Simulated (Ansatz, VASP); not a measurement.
**One calculation of InSe, two programs**

The input INCAR:

```
  ALGO = Normal
  EDIFF = 1E-7
  ENCUT = 520
  GGA = PS
  ISIF = 2
  ISMEAR = -1
  LASPH = T
  LCHARG = T
  LELF = T
  LREAL = F
  LVHAR = T
  LWAVE = F
  NBANDS = 27
  NELM = 100
  PREC = Accurate
  SIGMA = 0.02
```

File KPOINTS:

```
k-points
0
Gamma
  7 7 6
```

Contents of POSCAR:

```
InSe
1.0
    5.8092236498     -2.0344500000      0.0000000000
    5.8092236498      2.0344500000      0.0000000000
   -1.5834215392      0.0000000000      4.3236564064
In Se
2 2
Direct
    0.8840000000      0.8840000000      0.0050000000
    0.1160000000      0.1160000000      0.9950000000
    0.6600000000      0.6600000000      0.6420000000
    0.3400000000      0.3400000000      0.3580000000
```

Input for Ansatz:

```yaml
crystal:
  lattice:
    - [5.8092236498, -2.03445, 0.0]
    - [5.8092236498, 2.03445, 0.0]
    - [-1.5834215392, 0.0, 4.3236564064]
  atoms:
    - { symbol: In, position: [0.884, 0.884, 0.005] }
    - { symbol: In, position: [0.116, 0.116, 0.995] }
    - { symbol: Se, position: [0.66, 0.66, 0.642] }
    - { symbol: Se, position: [0.34, 0.34, 0.358] }
kpoints:
  mp_grid: { grid: [7, 7, 6] }
  band_path:
    path:
      - [0.0, 0.0, 0.0]
      - [-0.284774151, 0.284774151, 0.0]
      - [-0.715225849, -0.284774151, 0.0]
      - [-0.5, -0.5, 0.0]
      - [0.0, 0.0, 0.0]
      - [-0.5, -0.5, 0.5]
      - [-0.7454003537, -0.2545996463, 0.5]
      - [-0.2545996463, 0.2545996463, 0.5]
      - [0.0, 0.0, 0.5]
    npoints: 5
scf:
  occupations: { method: fermi_dirac, width: 0.02 }
hamiltonian:
  xc: pbesol
  pseudopotentials: { kind: all_electron, lapw: { basis_error: 0.0005 } }
output:
  forces: true
  stress: true
  eigenvalues: true
```

Change from the starting cell: equal xx and yy strain of -1 %.

Alike in both runs: task single point; functional PBEsol; k mesh 7 × 7 × 6; occupations fermi-dirac, width 0.02 eV; no spin polarisation.

|  | VASP | Ansatz |
| --- | --- | --- |
| version | VASP 6.6.1 | Ansatz 0.2.0 |
| potentials or method | VASP PAW PBE potentials, release 64 (In_d, Se), cutoff 520 eV | all-electron LAPW, scalar-relativistic |

```tsv
	VASP	Ansatz	Ansatz less VASP
gap on the k mesh at the Fermi level (eV)	0.96	0.96	+0.005
pressure (GPa)	1.2	1.2	-0.06
traceless stress, the component that is largest in VASP (GPa)	2.61	2.60	-0.004
rms of the force components (eV/Å)	0.387	0.386	-0.0009
```

VASP's potentials were made for PBE, not for PBEsol. Atom by atom the forces differ by 0.010 eV/Å (rms over components). Ansatz ran all-electron here, and VASP with PAW potentials.
